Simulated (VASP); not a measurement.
Input of a VASP 6.6.1 run:

File INCAR:

```
SYSTEM = Mg3B
ALGO     = Fast           ! electronic algorithm
EDIFF    = 1E-6           ! SCF threshold, eV
ENCUT    = 520            ! plane-wave cutoff, eV
GGA      = PE             ! functional
ISIF     = 2              ! what is computed and relaxed
ISMEAR   = 0              ! smearing method
LASPH    = .True.         ! aspherical terms in the spheres
LCHARG   = .False.        ! write CHGCAR
LREAL    = .False.        ! projectors in reciprocal space
LWAVE    = .False.        ! write WAVECAR
NBANDS   = 12             ! bands
NELM     = 80             ! most SCF steps
PREC     = Accurate       ! precision mode
SIGMA    = 0.1            ! smearing width, eV
```

The input KPOINTS:

```
k-points
0
Gamma
  16 16 16
  0 0 0
```

File POSCAR:

```
Mg3B
1.0
   -2.0486942457      2.0486942457      4.0349346286
    2.0486942457     -2.0486942457      4.0349346286
    2.0486942457      2.0486942457     -4.0349346286
Mg B
3 1
Direct
    0.5000000000      0.5000000000      0.0000000000
    0.2500000000      0.7500000000      0.5000000000
    0.7500000000      0.2500000000      0.5000000000
    0.0000000000      0.0000000000      0.0000000000
```

Potentials or basis: VASP PAW PBE potentials, release 64 (Mg, B).

Command:

```bash
$ cat potpaw_PBE.64/Mg/POTCAR potpaw_PBE.64/B/POTCAR > POTCAR
$ mpirun -np 1 vasp_std > vasp.out
```

Q: What does it give for the band gap on the k mesh?

A: Zero (an odd number of electrons rules out a gap without spin polarisation).

Q: Predict the pressure.

A: -0.1 GPa.
